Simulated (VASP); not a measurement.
# SiC (F-43m) in VASP: a series of runs, part 2 of 2

VASP 6.6.1. Earlier steps stand in the parts before.

## (3) Vibrations by perturbation theory, PBEsol

This run uses another cell than the first one, of 10.16 Å³/atom.

The input, INCAR:

```
  PREC = Accurate
  ENCUT = 520
  EDIFF = 1E-8
  ISMEAR = 0
  SIGMA = 0.01
  LREAL = F
  LASPH = T
  NELM = 60
  ALGO = Normal
  ISIF = 2
  LWAVE = F
  LCHARG = F
  GGA = PS
  NBANDS = 11
  IBRION = 8
  NSW = 1
```

The input, KPOINTS:

```
Automatic mesh
0
Gamma
  10 10 10
```

The input, POSCAR:

```
SiC
1.0
    2.1658123179      2.1658123179      0.0000000000
   -2.1658123179      2.1658123179      0.0000000000
    0.0000000000      2.1658123179      2.1658123179
Si C
1 1
Direct
    0.0000000000      0.0000000000      0.0000000000
    0.7500000000      0.2500000000      0.5000000000
```

Potentials or basis: VASP PAW PBE potentials, release 64 (Si, C).

Launch:

```
$ cat potpaw_PBE.64/Si/POTCAR potpaw_PBE.64/C/POTCAR > POTCAR
$ mpirun -np 1 vasp_std > vasp.out
```

OUTCAR:

```text
PREC = Accurate
   ENCUT = 520
   EDIFF = 1E-8
   ISMEAR = 0
   LREAL = F
   LASPH = T
   NELM = 60
   ISIF = 2
   GGA = PS
   IBRION = 8
   NSW = 1

 ion  position               nearest neighbor table
   1  0.000  0.000  0.000-   2 1.88   2 1.88   2 1.88   2 1.88
   2  0.750  0.250  0.500-   1 1.88   1 1.88   1 1.88   1 1.88

  LATTYP: Found a face centered cubic cell.
 ALAT       =     4.3316246358

  Lattice vectors:

 A1 = (   0.0000000000,   2.1658123179,   2.1658123179)
 A2 = (   2.1658123179,   0.0000000000,   2.1658123179)
 A3 = (   2.1658123179,   2.1658123179,   0.0000000000)

Analysis of symmetry for initial positions (statically):
=====================================================================
 Subroutine PRICEL returns:
 Original cell was already a primitive cell.

 Routine SETGRP: Setting up the symmetry group for a
 face centered cubic supercell.

 Subroutine GETGRP returns: Found 24 space group operations
 (whereof 24 operations were pure point group operations)
 out of a pool of 48 trial point group operations.

The static configuration has the point symmetry T_d .

Analysis of symmetry for dynamics (positions and initial velocities):
=====================================================================
 Subroutine PRICEL returns:
 Original cell was already a primitive cell.

 Routine SETGRP: Setting up the symmetry group for a
 face centered cubic supercell.

 Subroutine GETGRP returns: Found 24 space group operations
 (whereof 24 operations were pure point group operations)
 out of a pool of 48 trial point group operations.

[... 519 lines left out ...]
    total drift:                               -0.000000      0.000000     -0.000000

  FREE ENERGIE OF THE ION-ELECTRON SYSTEM (eV)
  ---------------------------------------------------
  free  energy   TOTEN  =       -15.9096799420 eV

  energy  without entropy=      -15.9096799420  energy(sigma->0) =      -15.90967994

[... ionic steps 2 to 3 ...]

--------------------------------------- Ionic step        4  -------------------------------------------

------------------------ aborting loop because EDIFF is reached ----------------------------------------

[... ionic steps 5 to 6 ...]

--------------------------------------- Ionic step        7  -------------------------------------------

 Free energy of the ion-electron system (eV)
  ---------------------------------------------------
  ---------------------------------------------------
  free energy    TOTEN  =        -0.12510886 eV

  energy without entropy =       -0.12510886

------------------------ aborting loop because EDIFF is reached ----------------------------------------

 INTERNAL STRAIN TENSOR  FOR ION    2  DIRECTION 1   (eV/Angst):
 -----------------------------------------------------------------------------
     0.03319  0.00000  0.00000
     0.00000 -0.01340  9.50753
     0.00000  9.50753 -0.01340

 INTERNAL STRAIN TENSOR FOR ION    2 for displacements in x,y,z  (eV/Angst):
          X           Y           Z          XY          YZ          ZX
  --------------------------------------------------------------------------------
  x    -0.00000     0.00000     0.00000     0.00000     9.50753     0.00000
  y     0.00000     0.00000     0.00000     0.00000     0.00000     9.50753
  z     0.00000     0.00000    -0.00000     9.50753     0.00000     0.00000

 SECOND DERIVATIVES (NOT SYMMETRIZED)
 ------------------------------------
               1X          1Y          1Z          2X          2Y          2Z
  1X   -19.973728    0.000000    0.000000   19.973728    0.000000    0.000000
  1Y     0.000000  -19.973728    0.000000    0.000000   19.973728    0.000000
  1Z     0.000000    0.000000  -19.973728    0.000000    0.000000   19.973728
  2X    19.972057    0.000000    0.000000  -19.972057    0.000000    0.000000
  2Y     0.000000   19.972057    0.000000    0.000000  -19.972057    0.000000
  2Z     0.000000    0.000000   19.972057    0.000000    0.000000  -19.972057

 Eigenvectors and eigenvalues of the dynamical matrix
 ----------------------------------------------------

   1 f  =   24.087476 THz   151.346076 2PiTHz  803.471720 cm-1    99.617752 meV
             X         Y         Z           dx          dy          dz
      0.000000  0.000000  0.000000     0.000000    0.000000   -0.547333
      1.082906  3.248718  1.082906     0.000000    0.000000    0.836915
[... 21 lines left out ...]
   6 f/i=    0.000462 THz     0.002900 2PiTHz    0.015395 cm-1     0.001909 meV
             X         Y         Z           dx          dy          dz
      0.000000  0.000000  0.000000    -0.128240    0.827031    0.000000
      1.082906  3.248718  1.082906    -0.083868    0.540869    0.000000

--------------------------------------------------------------------------------------------------------

 ELASTIC MODULI CONTR FROM IONIC RELAXATION (kBar)
 Direction    XX          YY          ZZ          XY          YZ          ZX
 --------------------------------------------------------------------------------
 XX          -0.0000     -0.0000     -0.0000     -0.0000      0.0000     -0.0000
 YY          -0.0000     -0.0000     -0.0000     -0.0000     -0.0000     -0.0000
 ZZ          -0.0000     -0.0000     -0.0000      0.0000     -0.0000     -0.0000
 XY          -0.0000     -0.0000      0.0000   -332.1236      0.0000      0.0000
 YZ           0.0000     -0.0000     -0.0000      0.0000   -332.1236      0.0000
 ZX          -0.0000     -0.0000     -0.0000      0.0000      0.0000   -332.1236
 --------------------------------------------------------------------------------
```

stdout:

```text
POSCAR found type information on POSCAR SiC
 POSCAR found :  2 types and       2 ions
 scaLAPACK will be used
 -----------------------------------------------------------------------------
|                                                                             |
|                                                                             |
|     You enforced a specific xc type in the INCAR file but a different       |
|     I HOPE YOU KNOW WHAT YOU ARE DOING!                                     |
|                                                                             |
 -----------------------------------------------------------------------------

 LDA part: xc-table for (Slater+PW92), standard interpolation
 POSCAR, INCAR and KPOINTS ok, starting setup
 FFT: planning ... GRIDC
 FFT: planning ... GRID_SOFT
 FFT: planning ... GRID
 WAVECAR not read
 entering main loop
 Linear response reoptimize wavefunctions to high precision
 Linear response DOF=           2
 Linear response progress:
 first order change of Fermi-energy  -0.25284E+00
 force on displaced ion       1 direction 1 : -19.974  -0.000  -0.000
 Linear response progress:
 first order change of Fermi-energy   0.25022E+00
 force on displaced ion       2 direction 1 : -19.972   0.000   0.000
 Linear response finished
```

Wall time 89 s (1 thread of Intel Xeon Platinum 8259CL at 2.50GHz (Skylake/Cascade Lake), shared host); peak memory 0.21 GiB.

Results:

```
Highest phonon frequency at Γ, LO-TO splitting left out : 803 cm⁻¹
```

Phonon frequencies in cm⁻¹ (negative: imaginary):
| q point | frequencies |
| --- | --- |
| (0.000, 0.000, 0.000) | 0 0 0 803 803 803 |

Caveat: the cell stands under pressure or tension, which shifts response properties; the PAW data sets were made with another functional, which shifts forces and pressure a little.

## (4) Vibrations by perturbation theory, PBEsol

This run uses another cell than the first one, of 10.43 Å³/atom.

The input, INCAR:

```
SYSTEM = SiC
ALGO = Normal ; EDIFF = 1E-8
ENCUT = 520 ; GGA = PS
IBRION = 8 ; ISIF = 2
ISMEAR = 0 ; LASPH = .True.
LCHARG = .False. ; LREAL = .False.
LWAVE = .False. ; NELM = 100
NSW = 1 ; PREC = Accurate
SIGMA = 0.01
```

The input, KPOINTS:

```
k-points
0
Gamma
  10 10 10
  0 0 0
```

The input, POSCAR:

```
SiC
1.0
    2.1849582918      2.1849582918      0.0000000000
   -2.1849582918      2.1849582918      0.0000000000
    0.0000000000      2.1849582918      2.1849582918
Si C
1 1
Direct
    0.0000000000      0.0000000000      0.0000000000
    0.7500000000      0.2500000000      0.5000000000
```

Potentials or basis: VASP PAW PBE potentials, release 64 (Si, C).

Launch:

```
$ cat potpaw_PBE.64/Si/POTCAR potpaw_PBE.64/C/POTCAR > POTCAR
$ mpirun -np 1 vasp_std > vasp.out
```

OUTCAR:

```text
SYSTEM = SiC
   EDIFF = 1E-8
   ENCUT = 520
   GGA = PS
   IBRION = 8
   ISIF = 2
   ISMEAR = 0
   LASPH = .True.
   LREAL = .False.
   NELM = 100
   NSW = 1
   PREC = Accurate

 ion  position               nearest neighbor table
   1  0.000  0.000  0.000-   2 1.89   2 1.89   2 1.89   2 1.89
   2  0.750  0.250  0.500-   1 1.89   1 1.89   1 1.89   1 1.89

  LATTYP: Found a face centered cubic cell.
 ALAT       =     4.3699165836

  Lattice vectors:

 A1 = (   0.0000000000,   2.1849582918,   2.1849582918)
 A2 = (   2.1849582918,   0.0000000000,   2.1849582918)
 A3 = (   2.1849582918,   2.1849582918,   0.0000000000)

Analysis of symmetry for initial positions (statically):
=====================================================================
 Subroutine PRICEL returns:
 Original cell was already a primitive cell.

 Routine SETGRP: Setting up the symmetry group for a
 face centered cubic supercell.

 Subroutine GETGRP returns: Found 24 space group operations
 (whereof 24 operations were pure point group operations)
 out of a pool of 48 trial point group operations.

The static configuration has the point symmetry T_d .

Analysis of symmetry for dynamics (positions and initial velocities):
=====================================================================
 Subroutine PRICEL returns:
 Original cell was already a primitive cell.

 Routine SETGRP: Setting up the symmetry group for a
 face centered cubic supercell.

 Subroutine GETGRP returns: Found 24 space group operations
 (whereof 24 operations were pure point group operations)
 out of a pool of 48 trial point group operations.

The dynamic configuration has the point symmetry T_d .

 Subroutine INISYM returns: Found 24 space group operations
 (whereof 24 operations are pure point group operations),
 and found     1 'primitive' translations

----------------------------------------------------------------------------------------

                                     Primitive cell

  volume of cell :      20.8622

  direct lattice vectors                    reciprocal lattice vectors
     2.184958292  2.184958292  0.000000000     0.228837320  0.228837320 -0.228837320
    -2.184958292  2.184958292  0.000000000    -0.228837320  0.228837320 -0.228837320
     0.000000000  2.184958292  2.184958292     0.000000000  0.000000000  0.457674640

  length of vectors
     3.089997649  3.089997649  3.089997649     0.396357865  0.396357865  0.457674640

  position of ions in fractional coordinates (direct lattice)
     0.000000000  0.000000000  0.000000000
     0.750000000  0.250000000  0.500000000

  ion indices of the primitive-cell ions
   primitive index   ion index
                 1           1
                 2           2
[... 130 lines left out ...]
  band No.  band energies     occupation
      1      -7.3949      2.00000
      2       7.9649      2.00000
      3       7.9649      2.00000
      4       7.9649      2.00000
      5      14.0570      0.00000
      6      15.1512      0.00000
      7      15.1512      0.00000
      8      15.1512      0.00000
[... 243 lines left out ...]
 k-point    24 :       0.4000    0.3000    0.0000
  band No.  band energies     occupation
      1      -2.6808      2.00000
      2       0.6095      2.00000
      3       2.7115      2.00000
      4       5.6498      2.00000
      5      11.4637      0.00000
      6      16.5288      0.00000
      7      18.7158      0.00000
      8      19.2349      0.00000

 [... further k-points ...]

------------------------ aborting loop because EDIFF is reached ----------------------------------------

  FORCE on cell =-STRESS in cart. coord.  units (eV):
  Direction    XX          YY          ZZ          XY          YZ          ZX
  --------------------------------------------------------------------------------------
  -------------------------------------------------------------------------------------
  Total       -0.2105218     -0.2105218     -0.2105218      0.0000000      0.0000000     -0.0000000
  in kB      -16.1677011    -16.1677011    -16.1677011      0.0000000      0.0000000     -0.0000000
  external PRESSURE =     -16.1677011 kB  Pullay stress =       0.0000000 kB

 VOLUME and BASIS-vectors are now :
 -----------------------------------------------------------------------------
  energy-cutoff  :      520.00
  volume of cell :       20.86
      direct lattice vectors                 reciprocal lattice vectors
     2.184958292  2.184958292  0.000000000     0.228837320  0.228837320 -0.228837320
    -2.184958292  2.184958292  0.000000000    -0.228837320  0.228837320 -0.228837320
     0.000000000  2.184958292  2.184958292     0.000000000  0.000000000  0.457674640

 POSITION                                       TOTAL-FORCE (eV/Angst)
 -----------------------------------------------------------------------------------
      0.00000      0.00000      0.00000        -0.000000      0.000000      0.000000
      1.09248      3.27744      1.09248         0.000000     -0.000000     -0.000000
 -----------------------------------------------------------------------------------
    total drift:                                0.000000      0.000000     -0.000000

  FREE ENERGIE OF THE ION-ELECTRON SYSTEM (eV)
  ---------------------------------------------------
  free  energy   TOTEN  =       -15.9142591079 eV

  energy  without entropy=      -15.9142591079  energy(sigma->0) =      -15.91425911

[... ionic steps 2 to 3 ...]

--------------------------------------- Ionic step        4  -------------------------------------------

------------------------ aborting loop because EDIFF is reached ----------------------------------------

[... ionic steps 5 to 6 ...]

--------------------------------------- Ionic step        7  -------------------------------------------

 Free energy of the ion-electron system (eV)
  ---------------------------------------------------
  ---------------------------------------------------
  free energy    TOTEN  =        -0.12413837 eV

  energy without entropy =       -0.12413837

------------------------ aborting loop because EDIFF is reached ----------------------------------------

 INTERNAL STRAIN TENSOR  FOR ION    2  DIRECTION 1   (eV/Angst):
 -----------------------------------------------------------------------------
     0.03221  0.00000  0.00000
     0.00000 -0.01293  8.07387
     0.00000  8.07387 -0.01293

 INTERNAL STRAIN TENSOR FOR ION    2 for displacements in x,y,z  (eV/Angst):
          X           Y           Z          XY          YZ          ZX
  --------------------------------------------------------------------------------
  x     0.00000     0.00000     0.00000     0.00000     8.07387     0.00000
  y     0.00000    -0.00000     0.00000     0.00000     0.00000     8.07387
  z     0.00000     0.00000     0.00000     8.07387     0.00000     0.00000

 SECOND DERIVATIVES (NOT SYMMETRIZED)
 ------------------------------------
               1X          1Y          1Z          2X          2Y          2Z
  1X   -18.819222    0.000000    0.000000   18.819222    0.000000    0.000000
  1Y     0.000000  -18.819222    0.000000    0.000000   18.819222    0.000000
  1Z     0.000000    0.000000  -18.819222    0.000000    0.000000   18.819222
  2X    18.821914    0.000000   -0.000000  -18.821914   -0.000000    0.000000
  2Y    -0.000000   18.821914    0.000000    0.000000  -18.821914   -0.000000
  2Z    -0.000000    0.000000   18.821914    0.000000   -0.000000  -18.821914

 Eigenvectors and eigenvalues of the dynamical matrix
 ----------------------------------------------------

   1 f  =   23.382828 THz   146.918643 2PiTHz  779.967193 cm-1    96.703564 meV
             X         Y         Z           dx          dy          dz
      0.000000  0.000000  0.000000    -0.494880    0.233710   -0.000000
      1.092479  3.277437  1.092479     0.756795   -0.357401    0.000000
[... 21 lines left out ...]
   6 f/i=    0.000766 THz     0.004813 2PiTHz    0.025553 cm-1     0.003168 meV
             X         Y         Z           dx          dy          dz
      0.000000  0.000000  0.000000    -0.120289    0.828254   -0.000000
      1.092479  3.277437  1.092479    -0.078659    0.541608    0.000000

--------------------------------------------------------------------------------------------------------

 ELASTIC MODULI CONTR FROM IONIC RELAXATION (kBar)
 Direction    XX          YY          ZZ          XY          YZ          ZX
 --------------------------------------------------------------------------------
 XX          -0.0000      0.0000     -0.0000      0.0000     -0.0000     -0.0000
 YY           0.0000     -0.0000      0.0000     -0.0000     -0.0000      0.0000
 ZZ          -0.0000      0.0000     -0.0000     -0.0000     -0.0000     -0.0000
 XY           0.0000     -0.0000     -0.0000   -244.9658      0.0000     -0.0000
 YZ          -0.0000     -0.0000     -0.0000      0.0000   -244.9658      0.0000
 ZX          -0.0000      0.0000     -0.0000     -0.0000      0.0000   -244.9658
 --------------------------------------------------------------------------------
```

OSZICAR:

```text
N       E                     dE             d eps       ncg     rms          rms(c)
DAV:   1     0.486032096113E+01    0.48603E+01   -0.42001E+03   760   0.850E+02
DAV:   2    -0.173239802788E+02   -0.22184E+02   -0.21566E+02  1128   0.112E+02
DAV:   3    -0.176873523220E+02   -0.36337E+00   -0.36337E+00   816   0.179E+01
DAV:   4    -0.176888218638E+02   -0.14695E-02   -0.14695E-02  1240   0.119E+00
[... 37 lines left out ...]
RMM:   7    -0.124137260330E+00    0.56171E-05    0.22729E-08  4707   0.874E-04    0.122E-04
RMM:   8    -0.124138409281E+00   -0.11490E-05   -0.38662E-09  4661   0.211E-04    0.282E-05
RMM:   9    -0.124138344758E+00    0.64523E-07    0.97916E-09  4952   0.474E-05    0.388E-06
RMM:  10    -0.124138365713E+00   -0.20956E-07    0.49009E-09  4915   0.830E-06    0.187E-06
RMM:  11    -0.124138368652E+00   -0.29386E-08    0.71326E-10  4384   0.301E-06    0.372E-07
 Linear response finished
```

Wall time 71 s (1 thread of Intel Xeon Platinum 8259CL at 2.50GHz (Skylake/Cascade Lake), shared host); peak memory 0.2 GiB.

Results:

| Item | Value |
| --- | --- |
| Highest phonon frequency at Γ, LO-TO splitting left out | 780 cm⁻¹ |

Phonon frequencies in cm⁻¹ (negative: imaginary):
| q point | frequencies |
| --- | --- |
| (0.000, 0.000, 0.000) | 0 0 0 780 780 780 |

Caveat: the cell stands under pressure or tension, which shifts response properties; the PAW data sets were made with another functional, which shifts forces and pressure a little.
